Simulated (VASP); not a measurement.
# IrO2 (sol) (P4_2/mnm) in VASP: a series of runs

The runs below take IrO2 (sol) through single point, relaxation of cell and atoms, with PBEsol.

Everything below comes from runs of VASP 6.6.1. Logs are shortened: lines on timing, memory, paths and dates and some standing lists are left out, and cuts for length are marked.

## (1) The cell of the first run

The structure is tetragonal, space group P4_2/mnm (No. 136). Conventional cell: a = 4.472 Å, b = 4.472 Å, c = 3.154 Å, α = 90.00°, β = 90.00°, γ = 90.00°. Within 2.6 Å of Ir (site symmetry mmm) lie 6 O at 1.95 to 1.99 Å. Within 2.6 Å of O (site symmetry m2m) lie 3 Ir at 1.95 to 1.99 Å and 1 O at 2.42 Å.

## (2) Single point, PBEsol

File INCAR:

```
SYSTEM = IrO2
PREC = Accurate
ENCUT = 600
EDIFF = 1E-6
ISMEAR = 0
SIGMA = 0.1
LREAL = .False.
LASPH = .True.
NELM = 120
ALGO = Normal
ISIF = 2
LWAVE = .False.
LCHARG = .False.
GGA = PS
NBANDS = 30
GGA_COMPAT = .False.
```

File KPOINTS:

```
Automatic mesh
0
Gamma
  8 8 12
  0 0 0
```

File POSCAR:

```
IrO2
1.0
    4.4715934200      0.0000000000      0.0000000000
    0.0000000000      4.4715934200      0.0000000000
    0.0000000000      0.0000000000      3.1537157163
Ir O
2 4
Direct
    0.0000000000      0.0000000000      0.0000000000
    0.5000000000      0.5000000000      0.5000000000
    0.3087893326      0.3087893326      0.0000000000
    0.1912106674      0.8087893326      0.5000000000
    0.6912106674      0.6912106674      0.0000000000
    0.8087893326      0.1912106674      0.5000000000
```

Potentials or basis: VASP PAW PBE potentials, release 64 (Ir, O).

The run is started by

```
$ cat potpaw_PBE.64/Ir/POTCAR potpaw_PBE.64/O/POTCAR > POTCAR
$ mpirun -np 1 vasp_std > vasp.out
```

OUTCAR:

```text
SYSTEM = IrO2
   PREC = Accurate
   ENCUT = 600
   EDIFF = 1E-6
   ISMEAR = 0
   LREAL = .False.
   LASPH = .True.
   NELM = 120
   ISIF = 2
   GGA = PS

 ion  position               nearest neighbor table
   1  0.000  0.000  0.000-   3 1.95   5 1.95   4 1.99   6 1.99   4 1.99   6 1.99
   2  0.500  0.500  0.500-   4 1.95   6 1.95   5 1.99   3 1.99   3 1.99   5 1.99
   3  0.309  0.309  0.000-   1 1.95   2 1.99   2 1.99
   4  0.191  0.809  0.500-   2 1.95   1 1.99   1 1.99
   5  0.691  0.691  0.000-   1 1.95   2 1.99   2 1.99
   6  0.809  0.191  0.500-   2 1.95   1 1.99   1 1.99

  LATTYP: Found a simple tetragonal cell.
 ALAT       =     4.4715934200
 C/A-ratio  =     0.7052778328

  Lattice vectors:

 A1 = (   4.4715934200,   0.0000000000,   0.0000000000)
 A2 = (   0.0000000000,   4.4715934200,   0.0000000000)
 A3 = (   0.0000000000,   0.0000000000,   3.1537157163)

Analysis of symmetry for initial positions (statically):
=====================================================================
 Subroutine PRICEL returns:
 Original cell was already a primitive cell.

 Routine SETGRP: Setting up the symmetry group for a
 simple tetragonal supercell.

 Subroutine GETGRP returns: Found 16 space group operations
 (whereof  8 operations were pure point group operations)
 out of a pool of 16 trial point group operations.

The static configuration has the point symmetry D_2h.
 The point group associated with its full space group is D_4h.

Analysis of symmetry for dynamics (positions and initial velocities):
=====================================================================
 Subroutine PRICEL returns:
 Original cell was already a primitive cell.

 Routine SETGRP: Setting up the symmetry group for a
 simple tetragonal supercell.

 Subroutine GETGRP returns: Found 16 space group operations
 (whereof  8 operations were pure point group operations)
 out of a pool of 16 trial point group operations.

The dynamic configuration has the point symmetry D_2h.
 The point group associated with its full space group is D_4h.

 Subroutine INISYM returns: Found 16 space group operations
 (whereof  8 operations are pure point group operations),
 and found     1 'primitive' translations

----------------------------------------------------------------------------------------

                                     Primitive cell

  volume of cell :      63.0590

  direct lattice vectors                    reciprocal lattice vectors
     4.471593420  0.000000000  0.000000000     0.223633928  0.000000000  0.000000000
     0.000000000  4.471593420  0.000000000     0.000000000  0.223633928  0.000000000
     0.000000000  0.000000000  3.153715716     0.000000000  0.000000000  0.317086285

  length of vectors
     4.471593420  4.471593420  3.153715716     0.223633928  0.223633928  0.317086285

  position of ions in fractional coordinates (direct lattice)
     0.000000000  0.000000000  0.000000000
     0.500000000  0.500000000  0.500000000
     0.308789333  0.308789333  0.000000000
     0.191210667  0.808789333  0.500000000
     0.691210667  0.691210667  0.000000000
     0.808789333  0.191210667  0.500000000

  ion indices of the primitive-cell ions
   primitive index   ion index
                 1           1
                 2           2
                 3           3
                 4           4
                 5           5
                 6           6

----------------------------------------------------------------------------------------

 KPOINTS: Automatic mesh

Automatic generation of k-mesh.
 Grid dimensions read from file:
 generate k-points for:    8    8   12

 Generating k-lattice:

  Cartesian coordinates                     Fractional coordinates (reciprocal lattice)
     0.027954241  0.000000000  0.000000000     0.125000000  0.000000000  0.000000000
     0.000000000  0.027954241  0.000000000     0.000000000  0.125000000  0.000000000
     0.000000000  0.000000000  0.026423857     0.000000000  0.000000000  0.083333333

  Length of vectors
     0.027954241  0.027954241  0.026423857

  Shift w.r.t. Gamma in fractional coordinates (k-lattice)
     0.000000000  0.000000000  0.000000000

 Subroutine IBZKPT returns following result:
 ===========================================

 Found    105 irreducible k-points:

 Following reciprocal coordinates:
            Coordinates               Weight
  0.000000  0.000000  0.000000      1.000000
  0.125000  0.000000  0.000000      4.000000
  0.250000  0.000000  0.000000      4.000000
  0.375000  0.000000  0.000000      4.000000
  0.500000  0.000000  0.000000      2.000000
  0.125000  0.125000  0.000000      4.000000
[... 16 lines left out ...]
  0.375000  0.125000  0.083333     16.000000
  0.500000  0.125000  0.083333      8.000000
 [... further k-points ...]
   k-points           NKPTS =    105   k-points in BZ     NKDIM =    105   number of bands    NBANDS=     30
   number of dos      NEDOS =    301   number of ions     NIONS =      6
   total plane-waves  NPLWV =  36288
   dimension x,y,z NGX =    36 NGY =   36 NGZ =   28
   dimension x,y,z NGXF=    72 NGYF=   72 NGZF=   56
   ions per type =               2   4
   NGX,Y,Z   is equivalent  to a cutoff of  13.38, 13.38, 14.76 a.u.
   NGXF,Y,Z  is equivalent  to a cutoff of  26.77, 26.77, 29.52 a.u.
 SYSTEM =  IrO2
   PREC   = accura    normal or accurate (medium, high low for compatibility)
   ISTART =      0    job   : 0-new  1-cont  2-samecut
   ICHARG =      2    charge: 1-file 2-atom 10-const
   ISPIN  =      1    spin polarized calculation?
   LNONCOLLINEAR =      F non collinear calculations
   LSORBIT =      F    spin-orbit coupling
   LASPH  =      T    aspherical Exc in radial PAW
   ENCUT  =  600.0 eV  44.10 Ry    6.64 a.u.   8.93  8.93  6.30*2*pi/ulx,y,z
   NELM   =    120;   NELMIN=  2; NELMDL= -5     # of ELM steps
   EDIFF  = 0.1E-05   stopping-criterion for ELM
   LREAL  =      F    real-space projection
   EDIFFG = 0.1E-04   stopping-criterion for IOM
   NSW    =      0    number of steps for IOM
   IBRION =     -1    ionic relax: 0-MD 1-quasi-New 2-CG
   NFREE  =      0    steps in history (QN), initial steepest desc. (CG)
   ISIF   =      2    stress and relaxation
   ISYM   =      2    0-nonsym 1-usesym 2-fastsym
   POTIM  = 0.5000    time-step for ionic-motion
   TEBEG  =    0.0;   TEEND  =   0.0 temperature during run
   PSTRESS=    0.0 pullay stress
   NELECT =      42.0000    total number of electrons
   NUPDOWN=      -1.0000    fix difference up-down
   EMIN   =  10.00;   EMAX   =-10.00  energy-range for DOS
   EFERMI =   0.00;   METHOD = LEGACY
   ISMEAR =     0;   SIGMA  =   0.10  broadening in eV -4-tet -1-fermi 0-gaus
   EFERMI_NEDOS =   21; number of points for ismear=-14 and -15
   IALGO  =     38    algorithm
   IMIX   =      4    mixing-type and parameters
     AMIX     =   0.40;   BMIX     =  1.00
     AMIX_MAG =   1.60;   BMIX_MAG =  1.00
  volume/ion in A,a.u.               =      10.51        70.92
  Fermi-wavevector in a.u.,A,eV,Ry     =   1.429691  2.701724 27.810534  2.044017
  Thomas-Fermi vector in A             =   2.549617
   LORBIT       =      0    0 simple, 1 ext, 2 COOP (PROOUT), +10 PAW based schemes
   GGA     = PS    functional components
   LHFCALC =     F    Hartree Fock is set to
   AEXX    =    0.0000 exact exchange contribution
   IVDW    =     0    specifies the selected vdW correction
   LEPSILON=     F    determine dielectric tensor
   LRPA    =     F    only Hartree local field effects (RPA)
 non-spin polarized calculation
 Gauss-broadening in eV      SIGMA  =   0.10
  energy-cutoff  :      600.00
  volume of cell :       63.06
 maximum number of plane-waves:      2144
 NGX is ok and might be reduce to    36
   NGX = 17   NGY = 17   NGZ = 13

 number of electron      41.9999991 magnetization

 Free energy of the ion-electron system (eV)
  ---------------------------------------------------
  ext. energy  EPLUGINS =         0.00000000
  ---------------------------------------------------
  free energy    TOTEN  =       -45.56664411 eV

  energy without entropy =      -45.55452966  energy(sigma->0) =      -45.56058688

 E-fermi :   6.3022     XC(G=0): -12.3576

 val. band max:        6.2967553472   @ k =   0.3750   0.3750   0.1667
 cond. band min:       6.3129658179   @ k =   0.2500   0.0000   0.3333
 fundamental gap:      0.0162104707
 Fermi energy:         6.3022471826

 k-point     1 :       0.0000    0.0000    0.0000
  band No.  band energies     occupation
      1     -15.0685      2.00000
      2     -13.8120      2.00000
      3     -12.6543      2.00000
      4     -12.6543      2.00000
      5      -3.7981      2.00000
      6      -3.5593      2.00000
[... 22 lines left out ...]
     29      14.6405      0.00000
     30      18.2310      0.00000

 k-point     2 :       0.1250    0.0000    0.0000
  band No.  band energies     occupation
      1     -15.0046      2.00000
      2     -13.8031      2.00000
      3     -12.7427      2.00000
      4     -12.6950      2.00000
      5      -3.6323      2.00000
      6      -3.4338      2.00000
[... 22 lines left out ...]
     29      14.7114      0.00000
     30      18.0959      0.00000

 k-point     3 :       0.2500    0.0000    0.0000
  band No.  band energies     occupation
      1     -14.8197      2.00000
      2     -13.8040      2.00000
      3     -12.9494      2.00000
      4     -12.8044      2.00000
      5      -3.1877      2.00000
      6      -3.0836      2.00000
[... 22 lines left out ...]
     29      14.9672      0.00000
     30      17.6805      0.00000

 k-point     4 :       0.3750    0.0000    0.0000
  band No.  band energies     occupation
      1     -14.5362      2.00000
      2     -13.9173      2.00000
      3     -13.1022      2.00000
      4     -12.9484      2.00000
      5      -2.6258      2.00000
      6      -2.6071      2.00000
[... 22 lines left out ...]
     29      15.4701      0.00000
     30      16.9993      0.00000

 k-point     5 :       0.5000    0.0000    0.0000
  band No.  band energies     occupation
      1     -14.2019      2.00000
      2     -14.2019      2.00000
      3     -13.0757      2.00000
      4     -13.0757      2.00000
      5      -2.3148      2.00000
      6      -2.3148      2.00000
[... 22 lines left out ...]
     29      16.1950      0.00000
     30      16.1950      0.00000
[... 526 lines left out ...]
     29      15.0793      0.00000
     30      17.9283      0.00000

 k-point    22 :       0.2500    0.1250    0.0833
  band No.  band energies     occupation
      1     -14.7166      2.00000
      2     -13.7678      2.00000
      3     -13.0735      2.00000
      4     -12.7887      2.00000
      5      -3.4516      2.00000
      6      -2.5300      2.00000
[... 22 lines left out ...]
     29      15.2521      0.00000
     30      17.5685      0.00000

 k-point    23 :       0.3750    0.1250    0.0833
  band No.  band energies     occupation
      1     -14.4665      2.00000
      2     -13.9008      2.00000
      3     -13.1460      2.00000
      4     -12.9231      2.00000
      5      -3.0681      2.00000
      6      -2.1986      2.00000
[... 22 lines left out ...]
     29      15.6819      0.00000
     30      17.0095      0.00000

 k-point    24 :       0.5000    0.1250    0.0833
  band No.  band energies     occupation
      1     -14.1698      2.00000
      2     -14.1698      2.00000
      3     -13.0667      2.00000
      4     -13.0667      2.00000
      5      -2.5496      2.00000
      6      -2.5496      2.00000
[... 22 lines left out ...]
     29      16.3237      0.00000
     30      16.3237      0.00000

 [... further k-points ...]
[... 5 lines left out ...]
  --------------------------------------------------------------------------------------
  -------------------------------------------------------------------------------------
  Total        0.9499893      0.9499893      1.3666726      0.0000000      0.0000000      0.0000000
  in kB       24.1369349     24.1369349     34.7238539      0.0000000      0.0000000      0.0000000
  external PRESSURE =      27.6659079 kB  Pullay stress =       0.0000000 kB

 VOLUME and BASIS-vectors are now :
 -----------------------------------------------------------------------------
  energy-cutoff  :      600.00
  volume of cell :       63.06
      direct lattice vectors                 reciprocal lattice vectors
     4.471593420  0.000000000  0.000000000     0.223633928  0.000000000  0.000000000
     0.000000000  4.471593420  0.000000000     0.000000000  0.223633928  0.000000000
     0.000000000  0.000000000  3.153715716     0.000000000  0.000000000  0.317086285

 POSITION                                       TOTAL-FORCE (eV/Angst)
 -----------------------------------------------------------------------------------
      0.00000      0.00000      0.00000         0.000000     -0.000000      0.000000
      2.23580      2.23580      1.57686         0.000000     -0.000000      0.000000
      1.38078      1.38078      0.00000        -0.004218     -0.004218      0.000000
      0.85502      3.61658      1.57686         0.004218     -0.004218      0.000000
      3.09081      3.09081      0.00000         0.004218      0.004218      0.000000
      3.61658      0.85502      1.57686        -0.004218      0.004218      0.000000
 -----------------------------------------------------------------------------------
    total drift:                                0.000000     -0.000000      0.000000

  FREE ENERGIE OF THE ION-ELECTRON SYSTEM (eV)
  ---------------------------------------------------
  free  energy   TOTEN  =       -45.5666441120 eV

  energy  without entropy=      -45.5545296572  energy(sigma->0) =      -45.56058688
```

It took 2.5 min on 1 thread of Intel Xeon Platinum 8488C (Sapphire Rapids), shared host; peak memory 0.32 GiB.

What came out:

- Free energy: -45.5666 eV
- Pressure: 2.8 GPa
- Largest force: 0.006 eV/Å
- Band gap on the k mesh: zero (band 21 reaches 6.86 eV, above the bottom of band 22 at 5.46 eV)

Forces on the atoms (eV/Å):
```
Ir   0.000  0.000  0.000
Ir   0.000  0.000  0.000
O   -0.004 -0.004  0.000
O    0.004 -0.004  0.000
O    0.004  0.004  0.000
O   -0.004  0.004  0.000
```

Caveat: the PAW data sets were made with another functional, which shifts forces and pressure a little; spin-orbit coupling is left out, which moves the levels of the heavy elements.

## (3) Relaxation of cell and atoms, PBEsol

This run uses another cell than the first one, of 10.68 Å³/atom, 1.017 times its volume.

File INCAR:

```
  ALGO = Normal
  EDIFF = 1E-7
  EDIFFG = -0.002
  ENCUT = 600
  GGA = PS
  GGA_COMPAT = F
  IBRION = 2
  ISIF = 3
  ISMEAR = 0
  LASPH = T
  LCHARG = F
  LREAL = F
  LWAVE = F
  NELM = 120
  NELMIN = 4
  NSW = 100
  PREC = Accurate
  SIGMA = 0.1
```

File KPOINTS:

```
k-points
0
Gamma
  8 8 12
```

File POSCAR:

```
IrO2
1.0
    4.5051000000      0.0000000000      0.0000000000
    0.0000000000      4.5051000000      0.0000000000
    0.0000000000      0.0000000000      3.1586000000
Ir O
2 4
Direct
    0.0000000000      0.0000000000      0.0000000000
    0.5000000000      0.5000000000      0.5000000000
    0.3077000000      0.3077000000      0.0000000000
    0.1923000000      0.8077000000      0.5000000000
    0.6923000000      0.6923000000      0.0000000000
    0.8077000000      0.1923000000      0.5000000000
```

Potentials or basis: VASP PAW PBE potentials, release 64 (Ir, O).

The run is started by

```
$ cat potpaw_PBE.64/Ir/POTCAR potpaw_PBE.64/O/POTCAR > POTCAR
$ mpirun -np 1 vasp_std > vasp.out
```

It took 8.7 min on 1 thread of Intel Xeon Platinum 8488C (Sapphire Rapids), shared host; peak memory 0.32 GiB.

The run converged. Its results:

```
Free energy                            : -45.5741 eV
Relaxed volume                         : 10.60 Å³/atom
Relaxed cell                           : a = 4.484 Å, b = 4.484 Å, c = 3.164 Å, α = 90.00°, β = 90.00°, γ = 90.00°
Space group after relaxing (to 0.05 Å) : P4_2/mnm (No. 136)
Energy gained by relaxing              : 1.0 meV/atom
Ionic steps                            : 7
Pressure after relaxing                : 0.0 GPa
Band gap on the k mesh                 : zero (band 21 reaches 6.72 eV, above the bottom of band 22 at 5.34 eV)
```

Step by step:
```
step  energy change (eV)  largest force (eV/Å)  pressure (GPa)  volume (Å³)
   1              0.0000                0.1518           -2.03        64.11
   2              0.0061                0.1026            4.14        62.86
   3             -0.0040                0.0574            0.29        63.62
   4             -0.0058                0.0219            0.09        63.60
   5             -0.0058                0.0121            0.03        63.60
   6             -0.0058                0.0125           -0.02        63.62
   7             -0.0059                0.0001            0.01        63.61
```

Final structure:
```cif
data_structure
_symmetry_space_group_name_H-M 'P 1'
_symmetry_Int_Tables_number 1
_cell_length_a 4.4837
_cell_length_b 4.4837
_cell_length_c 3.1641
_cell_angle_alpha 90.000
_cell_angle_beta 90.000
_cell_angle_gamma 90.000
_cell_volume 63.61
loop_
_atom_site_label
_atom_site_type_symbol
_atom_site_fract_x
_atom_site_fract_y
_atom_site_fract_z
_atom_site_occupancy
Ir1 Ir 0.00000 0.00000 0.00000 1
Ir2 Ir 0.50000 0.50000 0.50000 1
O1 O 0.30887 0.30887 0.00000 1
O2 O 0.19113 0.80887 0.50000 1
O3 O 0.69113 0.69113 0.00000 1
O4 O 0.80887 0.19113 0.50000 1
```

Levels at points of the mesh, in eV from the Fermi level:
| k point | band 18 | band 19 | band 20 | band 21 | band 22 | band 23 | band 24 | band 25 |
| --- | --- | --- | --- | --- | --- | --- | --- | --- |
| (0.00, 0.00, 0.00) | -2.49 | -2.39 | -2.33 | -2.23 | 0.74 | 1.26 | 4.13 | 4.18 |
| (0.50, 0.00, 0.00) | -1.65 | -1.33 | -1.33 | -0.31 | -0.31 | 3.57 | 3.57 | 3.63 |
| (0.50, 0.50, 0.00) | -2.53 | -2.45 | -2.45 | 0.20 | 0.20 | 2.50 | 2.50 | 4.17 |
| (0.00, 0.00, 0.50) | -1.96 | -0.69 | -0.69 | 0.27 | 0.27 | 2.24 | 2.24 | 2.75 |
| (0.50, 0.00, 0.50) | -2.83 | -1.83 | -1.83 | 0.55 | 0.55 | 1.11 | 1.11 | 4.56 |
| (0.50, 0.50, 0.50) | -1.86 | -1.25 | -1.25 | -0.50 | -0.50 | 2.19 | 2.19 | 3.22 |

Caveat: the PAW data sets were made with another functional, which shifts forces and pressure a little; spin-orbit coupling is left out, which moves the levels of the heavy elements.

(Part 1 of 2 ends here.)
